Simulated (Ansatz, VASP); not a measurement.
## One calculation of In4Sb, two programs

```
CELL_PARAMETERS angstrom
-3.54510 3.54510 3.54510
3.54510 -3.54510 3.54510
3.54510 3.54510 -3.54510
ATOMIC_POSITIONS crystal
In 0.50000 0.50000 0.50000
In 0.50000 0.00000 0.00000
In 0.00000 0.00000 0.50000
In 0.00000 0.50000 0.00000
Sb 0.00000 0.00000 0.00000
```

Change from the starting cell: species swapped into the GeF4 type (I-43m, No. 217).

Alike in both runs: functional PBE; k mesh 8 × 8 × 8; occupations gaussian, width 0.1 eV; no spin polarisation.

Ansatz relaxed the structure, and its values are those at the end. VASP's run is a single point on that final structure, the one shown.

|  | VASP | Ansatz |
| --- | --- | --- |
| version | VASP 6.6.1 | Ansatz 0.2.0 |
| potentials or method | VASP PAW PBE potentials, release 64 (In_d, Sb), cutoff 520 eV | scalar-relativistic, plane waves, PAW |
| valence electrons in the cell | 57 | 67 |

|  | VASP | Ansatz | Ansatz less VASP |
| --- | --- | --- | --- |
| gap on the k mesh at the Fermi level (eV) | none | none | - |
| pressure (GPa) | 0.1 | 0.0 | -0.06 |

A gap of «none» marks a metal or a gap that the smearing closes. VASP's potentials hold 57 valence electrons a cell and Ansatz's 67, so a difference there can come from the potentials and not from the codes.

Spin-orbit coupling is off throughout.
